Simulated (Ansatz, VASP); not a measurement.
# Co: VASP beside Ansatz

Contents of POSCAR:

```
Co
1.0
    2.4726832989      0.0000000000      0.0000000000
   -1.2363416495      2.1414065524      0.0000000000
    0.0000000000      0.0000000000      4.0144467266
Co
2
Direct
    0.3333333333      0.6666666667      0.7500000000
    0.6666666667      0.3333333333      0.2500000000
```

INCAR.step1

```
  PREC = Accurate
  ENCUT = 520
  ISMEAR = 0
  SIGMA = 0.05
  LREAL = False
  LASPH = True
  NELM = 60
  NBANDS = 16
  GGA = PE
  ALGO = Normal
  EDIFF = 1E-4
  LWAVE = True
  LCHARG = False
```

The input INCAR.step2:

```
  PREC = Accurate
  ENCUT = 520
  EDIFF = 1E-7
  ISMEAR = 0
  SIGMA = 0.05
  LREAL = False
  LASPH = True
  NELM = 60
  ALGO = Normal
  ISIF = 2
  LWAVE = False
  LCHARG = True
  METAGGA = R2SCAN
  LMIXTAU = True
  LELF = True
  LVHAR = True
  NBANDS = 16
  ISTART = 1
```

KPOINTS

```
Automatic mesh
0
Gamma
  20 20 10
```

Input for Ansatz:

```yaml
crystal:
  lattice:
    - [2.4726832927, 0.0, 0.0]
    - [-1.2363416464, 2.141406547, 0.0]
    - [0.0, 0.0, 4.0144468492]
  atoms:
    - { symbol: Co, position: [0.3333333333, 0.6666666667, 0.75] }
    - { symbol: Co, position: [0.6666666667, 0.3333333333, 0.25] }
basis:
  ecutwfc: 500
  ecutrho_ratio: 4
kpoints:
  mp_grid: { grid: [20, 20, 10] }
hamiltonian:
  xc: r2scan
scf:
  occupations: { method: gaussian, width: 0.05 }
output:
  forces: true
  stress: true
  eigenvalues: true
```

Alike in both runs: task single point; functional r2SCAN; k mesh 20 × 20 × 10; occupations gaussian, width 0.05 eV; no spin polarisation.

|  | VASP | Ansatz |
| --- | --- | --- |
| version | VASP 6.6.1 | Ansatz 0.2.0 |
| potentials or method | VASP PAW PBE potentials, release 64 (Co), cutoff 520 eV | scalar-relativistic, plane waves, PAW |
| valence electrons in the cell | 18 | 34 |

|  | VASP | Ansatz | Ansatz less VASP |
| --- | --- | --- | --- |
| pressure (GPa) | -15.8 | -16.3 | -0.44 |
| traceless stress, the component that is largest in VASP (GPa) | -1.42 | -1.41 | +0.004 |

VASP's potentials were made for PBE, not for r2SCAN. The functional is the same, so the differences come from potentials, cutoffs and numerics. VASP's potentials hold 18 valence electrons a cell and Ansatz's 34, so a difference there can come from the potentials and not from the codes.
